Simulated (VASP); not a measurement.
Input of a VASP 6.6.1 run:

File INCAR:

```
SYSTEM = Cd
ALGO = Normal ; EDIFF = 1E-6
ENCUT = 520 ; GGA = PE
ISIF = 2 ; ISMEAR = -1
LASPH = .True. ; LCHARG = .False.
LREAL = .False. ; LWAVE = .False.
NBANDS = 12 ; NELM = 60
PREC = Accurate ; SIGMA = 0.08
```

The input KPOINTS:

```
k-points
0
Gamma
  14 14 14
  0 0 0
```

Contents of POSCAR:

```
Cd
1.0
    2.4549999238      0.0000000000      0.0000000000
    0.0000000000      2.4549999238      0.0000000000
    0.0000000000      0.0000000000      2.4549999238
Cd
1
Direct
    0.0000000000      0.0000000000      0.0000000000
```

Potentials or basis: VASP PAW PBE potentials, release 64 (Cd).

Run with:

```sh
$ cat potpaw_PBE.64/Cd/POTCAR > POTCAR
$ mpirun -np 1 vasp_std > vasp.out
```

Estimate the pressure.

100.0 GPa.

Estimate the band gap on the k mesh.

zero (bands 6 and 7 overlap by 8.73 eV).

Caveat: the cell stands under pressure.
